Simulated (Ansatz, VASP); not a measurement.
One calculation of Pb, two programs

```
Pb
1.0
     0.00000    2.52356    2.52356
     2.52356    0.00000    2.52356
     2.52356    2.52356    0.00000
Pb
1
Direct
  0.00000 0.00000 0.00000
```

Alike in both runs: task single point; functional r2SCAN0; k mesh 5 × 5 × 5; occupations fermi-dirac, width 0.05 eV; no spin polarisation.

|  | VASP | Ansatz |
| --- | --- | --- |
| version | VASP 6.6.1 | Ansatz 0.2.0 |
| potentials or method | VASP PAW PBE potentials, release 64 (Pb_d) | Ansatz PAW |
| plane-wave cutoff (eV) | 520 | 500 |
| valence electrons in the cell | 14 | 14 |

|  | VASP | Ansatz | Ansatz less VASP |
| --- | --- | --- | --- |
| gap on the k mesh at the Fermi level (eV) | none | none | - |
| pressure (GPa) | -2.8 | -2.6 | +0.17 |

VASP's potentials were made for PBE, not for r2SCAN0. A gap of «none» marks a metal or a gap that the smearing closes.

The k mesh is coarse, so the values compare programs but aren't converged. Neither program's run includes spin-orbit coupling.
